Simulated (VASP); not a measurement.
Here is a VASP 6.6.1 calculation.

INCAR

```
PREC = Accurate
ENCUT = 520
EDIFF = 1E-6
ISMEAR = 0
SIGMA = 0.1
LREAL = F
LASPH = T
NELM = 60
ALGO = Normal
ISIF = 2
LWAVE = F
LCHARG = F
GGA = PE
NBANDS = 24
```

Contents of KPOINTS:

```
Automatic mesh
0
Gamma
  6 6 6
```

POSCAR

```
As2F3
1.0
    1.6676640181      0.9628262697      7.7304686556
   -1.6676640181      0.9628262697      7.7304686556
    0.0000000000     -1.9256525394      7.7304686556
As F
2 3
Direct
    0.4000000000      0.4000000000      0.4000000000
    0.6000000000      0.6000000000      0.6000000000
    0.0000000000      0.0000000000      0.0000000000
    0.2095000000      0.2095000000      0.2095000000
    0.7905000000      0.7905000000      0.7905000000
```

Potentials or basis: VASP PAW PBE potentials, release 64 (As, F).

Command:

```sh
$ cat potpaw_PBE.64/As/POTCAR potpaw_PBE.64/F/POTCAR > POTCAR
$ mpirun -np 1 vasp_std > vasp.out
```

Q: Predict the largest force.

A: 0.997 eV/Å.

Q: Predict the pressure.

A: 2.0 GPa.

Q: Estimate the band gap on the k mesh.

A: Zero (an odd number of electrons rules out a gap without spin polarisation).

Forces on the atoms (eV/Å):
```
As   0.000  0.000  0.997
As   0.000  0.000 -0.997
F    0.000  0.000  0.000
F    0.000  0.000  0.205
F    0.000  0.000 -0.205
```

Caveat: the k points lie up to 0.37 Å⁻¹ apart, too coarse for converged energies and pressures of a metal; an odd number of electrons without spin polarisation forces a metal; a magnetic or distorted state may lie lower.
